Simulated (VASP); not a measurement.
Runs of VASP 6.6.1 on Re. The structure is that of space group P6_3/mmc (No. 194), or close to it. The cells are those of the table. 

```csv
cell,gap on the mesh (eV),pressure (GPa)
"a = 2.716, b = 2.716, c = 4.395 Å, angles 90.0, 90.0, 120.0°, 2 atoms",none,20.5
"a = 2.758, b = 2.758, c = 4.464 Å, angles 90.0, 90.0, 120.0°, 2 atoms",none,0.1
"a = 2.681, b = 2.681, c = 4.337 Å, angles 90.0, 90.0, 120.0°, 2 atoms",none,(a)
"a = 2.651, b = 2.651, c = 4.287 Å, angles 90.0, 90.0, 120.0°, 2 atoms",none,61.4
```

Alike in all rows: task single point; level r2SCAN; potentials or basis VASP PAW PBE potentials, release 64 (Re); no spin polarisation; k mesh 11 × 11 × 6; cutoff (eV) 520; smearing fermi-dirac 0.1 eV.

Fill in the values left out.

(a) 40.9.

Caveats: the PAW data sets were made with another functional, which shifts forces and pressure a little; spin-orbit coupling is left out, which moves the levels of the heavy elements; the cell stands under pressure (at least some runs).

A k mesh can miss the band edges, and the runs leave out spin-orbit coupling on Re.

A gap of «none» marks levels without a gap at the run's occupations.
